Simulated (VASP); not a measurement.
P:

```
P
1.0
     2.42469    0.00000    0.00000
     0.00000    2.43854    0.00000
    -0.02031    0.00000    4.85243
P
2
Direct
  0.00169 0.99232 0.75601
  0.99494 0.99995 0.24382
```

Base run:

| Quantity | Value |
| --- | --- |
| Program | VASP 6.6.1 |
| Functional | r2SCAN |
| Potentials or basis | VASP PAW PBE potentials, release 64 (P) |
| Cutoff | 520 eV |
| k mesh | 10 × 10 × 5 |
| Occupations | fermi-dirac, width 0.05 eV |
| Spin | no spin polarisation |

Its results: band gap on the k mesh zero (bands 5 and 6 overlap by 9.82 eV); pressure 0.4 GPa; largest force 0.070 eV/Å.

Question: The run is repeated on the same cell with these changes: k mesh from 10 × 10 × 5 to 15 × 15 × 8. What comes out?

Answer: Band gap on the k mesh zero (bands 5 and 6 overlap by 10.08 eV); pressure 1.0 GPa; largest force 0.069 eV/Å.

Caveats: the PAW data sets were made with another functional, which shifts forces and pressure a little.
